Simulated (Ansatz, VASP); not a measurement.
## CaSe4 in VASP and in Ansatz

```
Ca Se
1.0
     5.49372    0.00000    0.00000
    -2.74686    4.75770    0.00000
     0.00000    0.00000   29.10361
Ca Se
1 4
Direct
  0.00000 0.00000 0.29206
  0.33333 0.66667 0.25271
  0.33333 0.66667 0.33141
  0.66667 0.33333 0.33141
  0.66667 0.33333 0.25271
```

Alike in both runs: functional PBE; k mesh 12 × 12 × 1; occupations gaussian, width 0.1 eV; no spin polarisation.

Ansatz relaxed the structure, and its values are those at the end. VASP's run is a single point on that final structure, the one shown.

|  | VASP | Ansatz |
| --- | --- | --- |
| version | VASP 6.6.1 | Ansatz 0.2.0 |
| potentials or method | VASP PAW PBE potentials, release 64 (Ca_sv, Se), cutoff 520 eV | scalar-relativistic, plane waves, PAW |
| valence electrons in the cell | 34 | 74 |

Ansatz gave:

| Quantity | Value |
| --- | --- |
| gap on the k mesh at the Fermi level (eV) | none |
| rms of the force components (eV/Å) | 0.000 |

Question: Which values does VASP return?

Answer: gap on the k mesh at the Fermi level (eV): none; rms of the force components (eV/Å): 0.023.

A gap of «none» marks a metal or a gap that the smearing closes. VASP's potentials hold 34 valence electrons a cell and Ansatz's 74, so a difference there can come from the potentials and not from the codes.
